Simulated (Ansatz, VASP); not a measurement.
## NaYC in VASP and in Ansatz

```
CELL_PARAMETERS angstrom
3.97138 0.00000 0.00000
0.00000 3.97138 0.00000
0.00000 0.00000 4.49937
ATOMIC_POSITIONS crystal
Na 0.00000 0.00000 0.00000
Y 0.50000 0.50000 0.50000
C 0.50000 0.50000 0.00000
```

Change from the starting cell: species swapped into the TbCoC type (Pmmm, No. 47).

Alike in both runs: functional PBE; k mesh 12 × 12 × 10; occupations gaussian, width 0.1 eV; no spin polarisation.

Ansatz relaxed the structure, and its values are those at the end. VASP's run is a single point on that final structure, the one shown.

|  | VASP | Ansatz |
| --- | --- | --- |
| version | VASP 6.6.1 | Ansatz 0.2.0 |
| potentials or method | VASP PAW PBE potentials, release 64 (Na_pv, Y_sv, C), cutoff 520 eV | scalar-relativistic, plane waves, PAW |
| valence electrons in the cell | 22 | 24 |

```tsv
	VASP	Ansatz	Ansatz less VASP
gap on the k mesh at the Fermi level (eV)	none	none	-
pressure (GPa)	0.0	0.0	+0.01
```

A gap of «none» marks a metal or a gap that the smearing closes. VASP's potentials hold 22 valence electrons a cell and Ansatz's 24, so a difference there can come from the potentials and not from the codes.
